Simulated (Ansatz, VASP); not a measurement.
**KAlH5: VASP beside Ansatz**

```xyz
7
Lattice="-1.8306 3.2815 3.9760 1.8306 -3.2815 3.9760 1.8306 3.2815 -3.9760" Properties=species:S:1:pos:R:3 pbc="T T T"
K     0.0000    0.0000    0.0000
Al    0.0000    0.0000    3.9760
H     0.0000    1.7827    3.9760
H     1.8306    1.4987    0.0000
H     0.0000    0.0000    2.2506
H     0.0000    0.0000    5.7013
H     0.0000    3.2815    0.0000
```

Change from the starting cell: species swapped into the AlSnF5 type (Immm, No. 71).

Alike in both runs: task relaxation of cell and atoms; functional PBE; k mesh 6 × 6 × 6; occupations gaussian, width 0.1 eV; no spin polarisation.

```csv
,VASP,Ansatz
version,VASP 6.6.1,Ansatz 0.2.0
potentials or method,"VASP PAW PBE potentials, release 64 (K_sv, Al, H), cutoff 500 eV","scalar-relativistic, plane waves, PAW"
valence electrons in the cell,17,17
```

Ansatz gave:

| Property | Result |
| --- | --- |
| gap on the k mesh at the Fermi level, each at its own relaxed structure (eV) | none |
| relaxed volume (Å³/atom) | 15.66 |
| relaxed length of the cell vector where the two differ most in proportion (Å) | 5.794 |

Estimate VASP's values.

gap on the k mesh at the Fermi level, each at its own relaxed structure (eV): none; relaxed volume (Å³/atom): 15.57; relaxed length of the cell vector where the two differ most in proportion (Å): 5.790.

A gap of «none» marks a metal or a gap that the smearing closes.
